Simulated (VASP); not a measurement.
# LiGeBr2 (P-3m1) in VASP: relaxation of cell and atoms with PBE

Aim: the relaxation of cell and atoms of LiGeBr2 with PBE.

All numbers are computed with VASP 6.6.1; they aren't measurements. Logs are shortened: lines on timing, memory, paths and dates and some standing lists are left out, and cuts for length are marked.

## (1) The cell of the first run

Symmetry: P-3m1, No. 164, trigonal system. The conventional cell has a = 4.542 Å, b = 4.542 Å, c = 5.841 Å, α = 90.00°, β = 90.00°, γ = 120.00°. Li (site symmetry -3m) has 2 Ge at 2.92 Å and 6 Br at 3.00 Å within 3.8 Å. Ge (site symmetry -3m) has 2 Li at 2.92 Å and 6 Br at 3.00 Å within 3.8 Å. Br (site symmetry 3m) has 3 Ge at 3.00 Å and 3 Li at 3.00 Å within 3.9 Å.

## (2) Relaxation of cell and atoms, PBE

Input file INCAR:

```
  PREC = Accurate
  ENCUT = 600
  EDIFF = 1E-6
  ISMEAR = 0
  SIGMA = 0.1
  LREAL = False
  LASPH = True
  NELM = 100
  ALGO = Normal
  ISIF = 3
  LWAVE = False
  LCHARG = False
  GGA = PE
  IBRION = 2
  NSW = 100
  EDIFFG = -0.01
```

Input file KPOINTS:

```
Automatic mesh
0
Gamma
  12 12 8
```

Input file POSCAR:

```
LiGeBr2
1.0
    4.5417040905      0.0000000000      0.0000000000
   -2.2708520453      3.9332311188      0.0000000000
    0.0000000000      0.0000000000      5.8412167052
Li Ge Br
1 1 2
Direct
    0.0000000000      0.0000000000      0.5000000000
    0.0000000000      0.0000000000      0.0000000000
    0.6666666667      0.3333333333      0.2487616048
    0.3333333333      0.6666666667      0.7512383952
```

Potentials or basis: VASP PAW PBE potentials, release 64 (Li_sv, Ge_d, Br).

Run with:

```sh
cat potpaw_PBE.64/Li_sv/POTCAR potpaw_PBE.64/Ge_d/POTCAR potpaw_PBE.64/Br/POTCAR > POTCAR
mpirun -np 1 vasp_std > vasp.out
```

OUTCAR:

```text
PREC = Accurate
   ENCUT = 600
   EDIFF = 1E-6
   ISMEAR = 0
   LREAL = False
   LASPH = True
   NELM = 100
   ISIF = 3
   GGA = PE
   IBRION = 2
   NSW = 100
   EDIFFG = -0.01

 ion  position               nearest neighbor table
   1  0.000  0.000  0.500-
   2  0.000  0.000  0.000-
   3  0.667  0.333  0.249-
   4  0.333  0.667  0.751-

  LATTYP: Found a hexagonal cell.
 ALAT       =     4.5417040905
 C/A-ratio  =     1.2861288602

  Lattice vectors:

 A1 = (   4.5417040905,   0.0000000000,   0.0000000000)
 A2 = (  -2.2708520453,   3.9332311188,   0.0000000000)
 A3 = (   0.0000000000,   0.0000000000,   5.8412167052)

Analysis of symmetry for initial positions (statically):
=====================================================================
 Subroutine PRICEL returns:
 Original cell was already a primitive cell.

 Routine SETGRP: Setting up the symmetry group for a
 hexagonal supercell.

 Subroutine GETGRP returns: Found 12 space group operations
 (whereof 12 operations were pure point group operations)
 out of a pool of 24 trial point group operations.

The static configuration has the point symmetry D_3d.

Analysis of symmetry for dynamics (positions and initial velocities):
=====================================================================
 Subroutine PRICEL returns:
 Original cell was already a primitive cell.

 Routine SETGRP: Setting up the symmetry group for a
 hexagonal supercell.

 Subroutine GETGRP returns: Found 12 space group operations
 (whereof 12 operations were pure point group operations)
 out of a pool of 24 trial point group operations.

The dynamic configuration has the point symmetry D_3d.

 Subroutine INISYM returns: Found 12 space group operations
 (whereof 12 operations are pure point group operations),
 and found     1 'primitive' translations

----------------------------------------------------------------------------------------

                                     Primitive cell

  volume of cell :     104.3450

  direct lattice vectors                    reciprocal lattice vectors
     4.541704090  0.000000000  0.000000000     0.220181672  0.127121948  0.000000000
    -2.270852045  3.933231119  0.000000000     0.000000000  0.254243895  0.000000000
[... 95 lines left out ...]
   ISIF   =      3    stress and relaxation
   ISYM   =      2    0-nonsym 1-usesym 2-fastsym
   POTIM  = 0.5000    time-step for ionic-motion
   TEBEG  =    0.0;   TEEND  =   0.0 temperature during run
   PSTRESS=    0.0 pullay stress
   NELECT =      31.0000    total number of electrons
   NUPDOWN=      -1.0000    fix difference up-down
   EMIN   =  10.00;   EMAX   =-10.00  energy-range for DOS
   EFERMI =   0.00;   METHOD = LEGACY
   ISMEAR =     0;   SIGMA  =   0.10  broadening in eV -4-tet -1-fermi 0-gaus
   EFERMI_NEDOS =   21; number of points for ismear=-14 and -15
   IALGO  =     38    algorithm
   IMIX   =      4    mixing-type and parameters
     AMIX     =   0.40;   BMIX     =  1.00
     AMIX_MAG =   1.60;   BMIX_MAG =  1.00
  volume/ion in A,a.u.               =      26.09       176.04
  Fermi-wavevector in a.u.,A,eV,Ry     =   1.092374  2.064288 16.235586  1.193282
  Thomas-Fermi vector in A             =   2.228639
   LORBIT       =      0    0 simple, 1 ext, 2 COOP (PROOUT), +10 PAW based schemes
   GGA     = PE    functional components
   LHFCALC =     F    Hartree Fock is set to
   AEXX    =    0.0000 exact exchange contribution
   IVDW    =     0    specifies the selected vdW correction
   LEPSILON=     F    determine dielectric tensor
   LRPA    =     F    only Hartree local field effects (RPA)
 conjugate gradient relaxation of ions
 non-spin polarized calculation
 Gauss-broadening in eV      SIGMA  =   0.10
  energy-cutoff  :      600.00
  volume of cell :      104.34
 maximum number of plane-waves:      3525
   NGX = 19   NGY = 19   NGZ = 23

--------------------------------------- Ionic step        1  -------------------------------------------

 number of electron      31.0000019 magnetization

 Free energy of the ion-electron system (eV)
  ---------------------------------------------------
  ext. energy  EPLUGINS =         0.00000000
  ---------------------------------------------------
  free energy    TOTEN  =       -11.86445026 eV

  energy without entropy =      -11.85631602  energy(sigma->0) =      -11.86038314

------------------------ aborting loop because EDIFF is reached ----------------------------------------

  FORCE on cell =-STRESS in cart. coord.  units (eV):
  Direction    XX          YY          ZZ          XY          YZ          ZX
  --------------------------------------------------------------------------------------
  -------------------------------------------------------------------------------------
  Total       -0.2889769     -0.2889769     -0.0739001      0.0000000     -0.0000000      0.0000000
  in kB       -4.4371298     -4.4371298     -1.1347078      0.0000000     -0.0000000      0.0000000
  external PRESSURE =      -3.3363225 kB  Pullay stress =       0.0000000 kB
[... 215 lines left out ...]
--------------------------------------- Ionic step        7  -------------------------------------------

 number of electron      31.0000021 magnetization

 Free energy of the ion-electron system (eV)
  ---------------------------------------------------
  ext. energy  EPLUGINS =         0.00000000
  ---------------------------------------------------
  free energy    TOTEN  =       -11.86626493 eV

  energy without entropy =      -11.85816437  energy(sigma->0) =      -11.86221465

 E-fermi :   3.3973     XC(G=0):  -8.4959

 val. band max:        3.3921517415   @ k =   0.3333  -0.0000   0.2500
 cond. band min:       3.3996763751   @ k =   0.2500   0.0833   0.2500
 fundamental gap:      0.0075246336
 Fermi energy:         3.3972716403

 k-point     1 :       0.0000    0.0000    0.0000
  band No.  band energies     occupation
      1     -44.3617      2.00000
      2     -22.5201      2.00000
      3     -22.5201      2.00000
      4     -22.3814      2.00000
      5     -22.3814      2.00000
      6     -22.3395      2.00000
[... 505 lines left out ...]
      6     -22.3393      2.00000
[... 11 lines left out ...]
     18       4.2844      0.00000
     19       7.1566      0.00000

 [... further k-points ...]

------------------------ aborting loop because EDIFF is reached ----------------------------------------

  FORCE on cell =-STRESS in cart. coord.  units (eV):
  Direction    XX          YY          ZZ          XY          YZ          ZX
  --------------------------------------------------------------------------------------
  -------------------------------------------------------------------------------------
  Total        0.0066128      0.0066128      0.0241446     -0.0000000     -0.0000000      0.0000000
  in kB        0.1025936      0.1025936      0.3745922     -0.0000000     -0.0000000      0.0000000
  external PRESSURE =       0.1932598 kB  Pullay stress =       0.0000000 kB
[... 19 lines left out ...]
  FREE ENERGIE OF THE ION-ELECTRON SYSTEM (eV)
  ---------------------------------------------------
  free  energy   TOTEN  =       -11.8662649313 eV

  energy  without entropy=      -11.8581643697  energy(sigma->0) =      -11.86221465

 reached required accuracy - stopping structural energy minimisation
```

CONTCAR:

```text
LiGeBr2
   1.00000000000000
     4.5120468321184681    0.0000000000003757   -0.0000000000000000
    -2.2560234161085826    3.9075471796356815   -0.0000000000000000
     0.0000000000000000   -0.0000000000000000    5.8572616983686032
  Li              Ge              Br
     1     1     2
Direct
     0.0000000000000000    0.0000000000000000    0.5000000000000000
     0.0000000000000000    0.0000000000000000    0.0000000000000000
     0.6666666667000030    0.3333333332999970    0.2489933447118470
     0.3333333332999970    0.6666666667000030    0.7510066552881529

  0.00000000E+00  0.00000000E+00  0.00000000E+00
  0.00000000E+00  0.00000000E+00  0.00000000E+00
  0.00000000E+00  0.00000000E+00  0.00000000E+00
  0.00000000E+00  0.00000000E+00  0.00000000E+00
```

Run time: 11 min. Hardware: 1 thread of Intel Xeon Platinum 8259CL at 2.50GHz (Skylake/Cascade Lake), shared host; peak memory 0.5 GiB.

What came out:

```yaml
Free_energy: -11.8663 eV
Relaxed_volume: 25.82 Å³/atom
Relaxed_cell: a = 4.512 Å, b = 4.512 Å, c = 5.857 Å, α = 90.00°, β = 90.00°, γ = 120.00°
Space_group_after_relaxing_to_0.05_Å: P-3m1 (No. 164)
Energy_gained_by_relaxing: 0.5 meV/atom
Ionic_steps: 7
Pressure_after_relaxing: 0.0 GPa
Largest_force_after_relaxing: 0.004 eV/Å
```

Forces on the atoms (eV/Å):
```
Li   0.000  0.000  0.000
Ge   0.000  0.000  0.000
Br   0.000  0.000  0.004
Br   0.000  0.000 -0.004
```

Step by step:
| step | energy change (eV) | largest force (eV/Å) | pressure (GPa) | volume (Å³) |
| --- | --- | --- | --- | --- |
| 1 | 0.0000 | 0.0157 | -0.33 | 104.34 |
| 2 | -0.0014 | 0.0031 | -0.09 | 103.53 |
| 3 | -0.0015 | 0.0155 | 0.06 | 102.99 |
| 4 | -0.0015 | 0.0130 | 0.04 | 103.10 |
| 5 | -0.0015 | 0.0117 | 0.01 | 103.15 |
| 6 | -0.0016 | 0.0098 | 0.00 | 103.18 |
| 7 | -0.0018 | 0.0040 | 0.02 | 103.27 |

Final structure:
```xyz
4
Lattice="4.5120 0.0000 0.0000 -2.2560 3.9075 0.0000 0.0000 0.0000 5.8573" Properties=species:S:1:pos:R:3 pbc="T T T"
Li    0.0000    0.0000    2.9286
Ge    0.0000    0.0000    0.0000
Br    2.2560    1.3025    1.4584
Br    0.0000    2.6050    4.3988
```

Caveat: the cutoff is under 1.25 times the usual one of these potentials, so pressure, stress and relaxed cells hold a basis-set (Pulay) error; an odd number of electrons without spin polarisation forces a metal; a magnetic or distorted state may lie lower.
